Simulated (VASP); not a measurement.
# Mn3Si (P4/mmm) in VASP: further runs

Runs on Mn3Si. Level: PBEsol. Tasks: single point.

Everything below comes from runs of VASP 6.6.1. Logs are shortened: lines on timing, memory, paths and dates and some standing lists are left out, and cuts for length are marked.

## Step 1: The cell of the first run

It takes space group P4/mmm (No. 123, tetragonal). The conventional cell has a = 2.734 Å, b = 2.734 Å, c = 5.568 Å, α = 90.00°, β = 90.00°, γ = 90.00°. Mn (site symmetry 4/mmm) has 12 Mn at 2.39 to 2.73 Å and 2 Si at 2.78 Å within 3.2 Å. Mn (site symmetry 4mm) has 4 Si at 2.37 Å and 10 Mn at 2.39 to 2.82 Å within 3.1 Å. Si (site symmetry 4/mmm) has 10 Mn at 2.37 to 2.78 Å and 4 Si at 2.73 Å within 3.1 Å.

## Step 2: Single point, PBEsol, collinear spin, ferromagnetic start (10.41 Å³/atom)

INCAR reads:

```
SYSTEM = Mn3Si
ALGO = Normal
EDIFF = 1E-6
ENCUT = 520
GGA = PS
ISIF = 2
ISMEAR = -1
ISPIN = 2
LASPH = .TRUE.
LCHARG = .FALSE.
LMAXMIX = 4
LORBIT = 11
LREAL = .FALSE.
LWAVE = .FALSE.
MAGMOM = 4 4 4 0
NBANDS = 34
NELM = 150
PREC = Accurate
SIGMA = 0.05
```

KPOINTS reads:

```
k-points
0
G
  10 10 5
  0 0 0
```

POSCAR reads:

```
Mn3Si
1.0
    2.7342217262      0.0000000000      0.0000000000
    0.0000000000      2.7342217262      0.0000000000
    0.0000000000      0.0000000000      5.5682946237
Mn Si
3 1
Direct
    0.5000000000      0.5000000000      0.0000000000
    0.0000000000      0.0000000000      0.2534490000
    0.0000000000      0.0000000000      0.7465510000
    0.5000000000      0.5000000000      0.5000000000
```

Potentials or basis: VASP PAW PBE potentials, release 64 (Mn_pv, Si).

Launch:

```console
$ cat potpaw_PBE.64/Mn_pv/POTCAR potpaw_PBE.64/Si/POTCAR > POTCAR
$ mpirun -np 1 vasp_std > vasp.out
```

OUTCAR:

```text
SYSTEM = Mn3Si
   EDIFF = 1E-6
   ENCUT = 520
   GGA = PS
   ISIF = 2
   ISMEAR = -1
   ISPIN = 2
   LASPH = .TRUE.
   LORBIT = 11
   LREAL = .FALSE.
   NELM = 150
   PREC = Accurate

 ion  position               nearest neighbor table
   1  0.500  0.500  0.000-   2 2.39   3 2.39   2 2.39   3 2.39   2 2.39   3 2.39   2 2.39   3 2.39
                             4 2.78   4 2.78
   2  0.000  0.000  0.253-   4 2.37   4 2.37   4 2.37   4 2.37   1 2.39   1 2.39   1 2.39   1 2.39
                             3 2.75   3 2.82
   3  0.000  0.000  0.747-   4 2.37   4 2.37   4 2.37   4 2.37   1 2.39   1 2.39   1 2.39   1 2.39
                             2 2.75   2 2.82
   4  0.500  0.500  0.500-   2 2.37   3 2.37   2 2.37   3 2.37   2 2.37   3 2.37   2 2.37   3 2.37
                             1 2.78   1 2.78

  LATTYP: Found a simple tetragonal cell.
 ALAT       =     2.7342217262
 C/A-ratio  =     2.0365190468

  Lattice vectors:

 A1 = (   2.7342217262,   0.0000000000,   0.0000000000)
 A2 = (   0.0000000000,   2.7342217262,   0.0000000000)
 A3 = (   0.0000000000,   0.0000000000,   5.5682946237)

Analysis of symmetry for initial positions (statically):
=====================================================================
 Subroutine PRICEL returns:
 Original cell was already a primitive cell.

 Routine SETGRP: Setting up the symmetry group for a
 simple tetragonal supercell.

 Subroutine GETGRP returns: Found 16 space group operations
 (whereof 16 operations were pure point group operations)
 out of a pool of 16 trial point group operations.

The static configuration has the point symmetry D_4h.

Analysis of symmetry for dynamics (positions and initial velocities):
=====================================================================
 Subroutine PRICEL returns:
 Original cell was already a primitive cell.

 Routine SETGRP: Setting up the symmetry group for a
 simple tetragonal supercell.

 Subroutine GETGRP returns: Found 16 space group operations
 (whereof 16 operations were pure point group operations)
 out of a pool of 16 trial point group operations.

The dynamic configuration has the point symmetry D_4h.

Analysis of structural, dynamic, and magnetic symmetry:
=====================================================================
 Subroutine PRICEL returns:
 Original cell was already a primitive cell.

 Routine SETGRP: Setting up the symmetry group for a
 simple tetragonal supercell.

 Subroutine GETGRP returns: Found 16 space group operations
 (whereof 16 operations were pure point group operations)
[... 135 lines left out ...]
   LEPSILON=     F    determine dielectric tensor
   LRPA    =     F    only Hartree local field effects (RPA)
 spin polarized calculation
  energy-cutoff  :      520.00
  volume of cell :       41.63
 maximum number of plane-waves:      1136
   NGX = 11   NGY = 11   NGZ = 21

 number of electron      43.0000000 magnetization      12.0000000

 number of electron      42.9999998 magnetization       1.0028810

 Free energy of the ion-electron system (eV)
  ---------------------------------------------------
  ext. energy  EPLUGINS =         0.00000000
  ---------------------------------------------------
  free energy    TOTEN  =       -36.04392907 eV

  energy without entropy =      -36.01938711  energy(sigma->0) =      -36.03165809

 E-fermi :  11.7986     XC(G=0): -13.9267

 val. band max:       11.7984967073   @ k =   0.5000   0.0000   0.4000
 cond. band min:      11.8062562310   @ k =   0.4000   0.1000   0.0000
 fundamental gap:      0.0077595237
 Fermi energy:        11.7986008282

 spin component 1

 k-point     1 :       0.0000    0.0000    0.0000
  band No.  band energies     occupation
      1     -37.0548      1.00000
      2     -36.9248      1.00000
      3     -36.9248      1.00000
      4     -35.8973      1.00000
      5     -35.7432      1.00000
      6     -35.7432      1.00000
[... 853 lines left out ...]
     32      21.6996      0.00000
     33      24.3339      0.00000

 [... further k-points ...]

 spin component 2

 k-point     1 :       0.0000    0.0000    0.0000
  band No.  band energies     occupation
      1     -36.0610      1.00000
      2     -35.9983      1.00000
      3     -35.9884      1.00000
      4     -35.9884      1.00000
      5     -35.8660      1.00000
      6     -35.8660      1.00000
[... 853 lines left out ...]
     32      21.7547      0.00000
     33      24.4828      0.00000

 [... further k-points ...]

 [bands above 33 left out]

------------------------ aborting loop because EDIFF is reached ----------------------------------------

  FORCE on cell =-STRESS in cart. coord.  units (eV):
  Direction    XX          YY          ZZ          XY          YZ          ZX
  --------------------------------------------------------------------------------------
  -------------------------------------------------------------------------------------
  Total        0.7707319      0.7707319      1.1331273      0.0000000      0.0000000      0.0000000
  in kB       29.6636280     29.6636280     43.6113597      0.0000000      0.0000000      0.0000000
  external PRESSURE =      34.3128719 kB  Pullay stress =       0.0000000 kB

 VOLUME and BASIS-vectors are now :
 -----------------------------------------------------------------------------
  energy-cutoff  :      520.00
  volume of cell :       41.63
      direct lattice vectors                 reciprocal lattice vectors
     2.734221726  0.000000000  0.000000000     0.365734787  0.000000000  0.000000000
     0.000000000  2.734221726  0.000000000     0.000000000  0.365734787  0.000000000
     0.000000000  0.000000000  5.568294624     0.000000000  0.000000000  0.179588198

 POSITION                                       TOTAL-FORCE (eV/Angst)
 -----------------------------------------------------------------------------------
      1.36711      1.36711      0.00000         0.000000      0.000000      0.000000
      0.00000      0.00000      1.41128         0.000000     -0.000000     -0.252072
      0.00000      0.00000      4.15702         0.000000     -0.000000      0.252072
      1.36711      1.36711      2.78415         0.000000      0.000000      0.000000
 -----------------------------------------------------------------------------------
    total drift:                               -0.000000     -0.000000     -0.000000

  FREE ENERGIE OF THE ION-ELECTRON SYSTEM (eV)
  ---------------------------------------------------
  free  energy   TOTEN  =       -36.0439290675 eV

  energy  without entropy=      -36.0193871092  energy(sigma->0) =      -36.03165809

 total charge

# of ion       s       p       d       tot
------------------------------------------
    1        0.422   6.434   5.145  12.001
    2        0.393   6.422   5.336  12.150
    3        0.393   6.422   5.336  12.150
    4        0.724   0.947   0.000   1.671
--------------------------------------------------
tot          1.932  20.224  15.817  37.972

 magnetization (x)

# of ion       s       p       d       tot
------------------------------------------
    1        0.006   0.003   1.256   1.265
    2       -0.003  -0.008  -0.137  -0.149
    3       -0.003  -0.008  -0.137  -0.149
    4        0.009   0.008   0.000   0.017
--------------------------------------------------
tot          0.008  -0.006   0.981   0.983
```

OSZICAR:

```text
N       E                     dE             d eps       ncg     rms          rms(c)
DAV:   1     0.487973185466E+03    0.48797E+03   -0.23616E+04  8688   0.169E+03
DAV:   2    -0.862251365716E+01   -0.49660E+03   -0.47143E+03  8592   0.479E+02
DAV:   3    -0.362241458972E+02   -0.27602E+02   -0.26768E+02  9148   0.127E+02
[... 12 lines left out ...]
DAV:  16    -0.360436063383E+02   -0.19146E-03   -0.15000E-03  8758   0.281E-01    0.109E-01
DAV:  17    -0.360438591200E+02   -0.25278E-03   -0.14652E-03 10738   0.324E-01    0.522E-02
DAV:  18    -0.360439211679E+02   -0.62048E-04   -0.60935E-04 10600   0.203E-01    0.149E-02
DAV:  19    -0.360439283585E+02   -0.71905E-05   -0.76978E-05  9720   0.562E-02    0.111E-02
DAV:  20    -0.360439290675E+02   -0.70899E-06   -0.39192E-06  8268   0.162E-02
   1 F= -.36043929E+02 E0= -.36031658E+02  d E =-.245420E-01  mag=     1.0026
```

It took 5.1 min on 1 thread of AMD EPYC 7R13, shared host; peak memory 0.22 GiB.

What came out:

- Free energy: -36.0439 eV
- Pressure: 3.4 GPa
- Largest force: 0.252 eV/Å
- Band gap on the k mesh: zero (filled and empty bands overlap)
- Net moment: 1.00 μB per cell
- Site moments: Mn +1.26, -0.15 (each value once); Si +0.02 μB
- Valence electrons inside the program's atomic spheres: Mn 12.00, 12.15 (each value once); Si 1.67

Forces in eV/Å, atoms in the order of the input:
```
Mn   0.000  0.000  0.000
Mn   0.000  0.000 -0.252
Mn   0.000  0.000  0.252
Si   0.000  0.000  0.000
```

Caveat: the cell stands under pressure; the PAW data sets were made with another functional, which shifts forces and pressure a little.

## Step 3: Single point, PBEsol, collinear spin, ferromagnetic start (10.63 Å³/atom)

This run uses another cell than the first one, of 10.63 Å³/atom.

INCAR reads:

```
ALGO     = Normal         # electronic algorithm
EDIFF    = 1E-6           # SCF threshold, eV
ENCUT    = 520            # plane-wave cutoff, eV
GGA      = PS             # functional
ISIF     = 2              # what is computed and relaxed
ISMEAR   = -1             # smearing method
ISPIN    = 2              # spin polarisation
LASPH    = T              # aspherical terms in the spheres
LCHARG   = F              # write CHGCAR
LMAXMIX  = 4              # l up to which the mixer works
LORBIT   = 11             # projections on sites
LREAL    = F              # projectors in reciprocal space
LWAVE    = F              # write WAVECAR
MAGMOM   = 4 4 4 0        # initial moments
NBANDS   = 34             # bands
NELM     = 150            # most SCF steps
PREC     = Accurate       # precision mode
SIGMA    = 0.05           # smearing width, eV
```

KPOINTS reads:

```
k-points
0
Gamma
  10 10 5
```

POSCAR reads:

```
Mn3Si
1.0
    2.7534774432      0.0000000000      0.0000000000
    0.0000000000      2.7534774432      0.0000000000
    0.0000000000      0.0000000000      5.6075092581
Mn Si
3 1
Direct
    0.5000000000      0.5000000000      0.0000000000
    0.0000000000      0.0000000000      0.2534490000
    0.0000000000      0.0000000000      0.7465510000
    0.5000000000      0.5000000000      0.5000000000
```

Potentials or basis: VASP PAW PBE potentials, release 64 (Mn_pv, Si).

Launch:

```console
$ cat potpaw_PBE.64/Mn_pv/POTCAR potpaw_PBE.64/Si/POTCAR > POTCAR
$ mpirun -np 1 vasp_std > vasp.out
```

It took 6.1 min on 1 thread of AMD EPYC 7R13, shared host; peak memory 0.22 GiB.

Results (log left out):

```yaml
Free_energy: -36.0484 eV
Pressure: -1.8 GPa
Largest_force: 0.220 eV/Å
Net_moment: 1.06 μB per cell
Site_moments: Mn +1.44, -0.21 (each value once); Si +0.02 μB
Valence_electrons_inside_the_program's_atomic_spheres: Mn 11.96, 12.11 (each value once); Si 1.66
```

Forces on the atoms (eV/Å):
```
Mn   0.000  0.000  0.000
Mn   0.000  0.000 -0.220
Mn   0.000  0.000  0.220
Si   0.000  0.000  0.000
```

Stress tensor (GPa, compression positive):
```
-2.13  0.00  0.00
 0.00 -2.13  0.00
 0.00  0.00 -1.13
```

Levels at points of the mesh, in eV from the Fermi level:
Spin up:
```csv
k point,band 20,band 21,band 22,band 23,band 24,band 25
"(0.00, 0.00, 0.00)",-1.15,-1.15,0.15,0.49,0.90,0.90
"(0.50, 0.00, 0.00)",-1.09,-0.56,-0.24,0.38,0.44,0.71
"(0.50, 0.50, 0.00)",-0.54,-0.16,-0.16,0.02,1.15,1.16
```
Spin down:
| k point | band 18 | band 19 | band 20 | band 21 | band 22 | band 23 | band 24 | band 25 |
| --- | --- | --- | --- | --- | --- | --- | --- | --- |
| (0.00, 0.00, 0.00) | -0.98 | -0.98 | -0.66 | -0.46 | 0.24 | 1.16 | 1.16 | 1.37 |
| (0.50, 0.00, 0.00) | -1.29 | -1.22 | -0.69 | -0.47 | 0.20 | 0.29 | 1.00 | 1.18 |
| (0.50, 0.50, 0.00) | -0.93 | -0.82 | -0.09 | -0.09 | 1.02 | 1.09 | 1.14 | 1.18 |

Caveat: the PAW data sets were made with another functional, which shifts forces and pressure a little.

## Step 4: Single point, PBEsol, collinear spin, ferromagnetic start (10.85 Å³/atom)

This run uses another cell than the first one, of 10.85 Å³/atom.

INCAR reads:

```
SYSTEM = Mn3Si
PREC = Accurate
ENCUT = 520
EDIFF = 1E-6
ISMEAR = -1
SIGMA = 0.05
LREAL = .FALSE.
LASPH = .TRUE.
NELM = 150
ALGO = Normal
ISIF = 2
LWAVE = .FALSE.
LCHARG = .TRUE.
ISPIN = 2
MAGMOM = 4 4 4 0
LORBIT = 11
LMAXMIX = 4
GGA = PS
LELF = .TRUE.
LVHAR = .TRUE.
NBANDS = 34
```

KPOINTS reads:

```
regular mesh
0
G
  10 10 5
  0 0 0
```

POSCAR reads:

```
Mn3Si
1.0
    2.7724675429      0.0000000000      0.0000000000
    0.0000000000      2.7724675429      0.0000000000
    0.0000000000      0.0000000000      5.6461829579
Mn Si
3 1
Direct
    0.5000000000      0.5000000000      0.0000000000
    0.0000000000      0.0000000000      0.2534490000
    0.0000000000      0.0000000000      0.7465510000
    0.5000000000      0.5000000000      0.5000000000
```

Launch:

```console
$ cat potpaw_PBE.64/Mn_pv/POTCAR potpaw_PBE.64/Si/POTCAR > POTCAR
$ mpirun -np 1 vasp_std > vasp.out
```

Run time: 7.6 min. Hardware: 1 thread of AMD EPYC 7R13, shared host; peak memory 0.24 GiB.

The run converged. Its results:

- Free energy: -36.0260 eV
- Pressure: -6.4 GPa
- Largest force: 0.168 eV/Å
- Net moment: 1.10 μB per cell
- Site moments: Mn +1.61, -0.28 (each value once); Si +0.02 μB
- Valence electrons inside the program's atomic spheres: Mn 11.92, 12.06 (each value once); Si 1.64

Forces on the atoms (eV/Å):
```
Mn   0.000  0.000  0.000
Mn   0.000  0.000 -0.168
Mn   0.000  0.000  0.168
Si   0.000  0.000  0.000
```

Stress tensor (GPa, compression positive):
```
-6.60  0.00  0.00
 0.00 -6.60  0.00
 0.00  0.00 -5.85
```

Levels at points of the mesh, in eV from the Fermi level:
Spin up:
```csv
k point,band 19,band 20,band 21,band 22,band 23,band 24,band 25,band 26
"(0.00, 0.00, 0.00)",-1.18,-1.10,-1.10,0.08,0.51,0.88,0.88,1.03
"(0.50, 0.00, 0.00)",-1.25,-1.04,-0.53,-0.27,0.27,0.46,0.68,1.06
"(0.50, 0.50, 0.00)",-0.91,-0.65,-0.14,-0.14,-0.10,1.13,1.15,1.18
```
Spin down:
| k point | band 19 | band 20 | band 21 | band 22 | band 23 | band 24 |
| --- | --- | --- | --- | --- | --- | --- |
| (0.00, 0.00, 0.00) | -0.93 | -0.65 | -0.38 | 0.18 | 1.15 | 1.15 |
| (0.50, 0.00, 0.00) | -1.23 | -0.72 | -0.37 | 0.15 | 0.30 | 0.95 |
| (0.50, 0.50, 0.00) | -0.78 | -0.09 | -0.09 | 0.96 | 1.03 | 1.08 |

Caveat: the cell stands under tension; the PAW data sets were made with another functional, which shifts forces and pressure a little.

## Step 5: The runs side by side

```tsv
cell	gap on the mesh (eV)	pressure (GPa)	moment (μB)	largest force (eV/Å)
a = 2.734, b = 2.734, c = 5.568 Å, 4 atoms	none	3.4	1.00	0.25
a = 2.753, b = 2.753, c = 5.608 Å, 4 atoms	none	-1.8	1.06	0.22
a = 2.772, b = 2.772, c = 5.646 Å, 4 atoms	none	-6.4	1.10	0.17
```

Alike in all rows: task single point; level PBEsol; potentials or basis VASP PAW PBE potentials, release 64 (Mn_pv, Si); spin collinear, ferromagnetic start; k mesh 10 × 10 × 5; cutoff (eV) 520; smearing fermi-dirac 0.05 eV.

Caveats: the PAW data sets were made with another functional, which shifts forces and pressure a little; the cell stands under pressure (at least some runs); the cell stands under tension (at least some runs).

Total energies depend on the potentials used, so only differences within one code and one set of settings carry meaning.
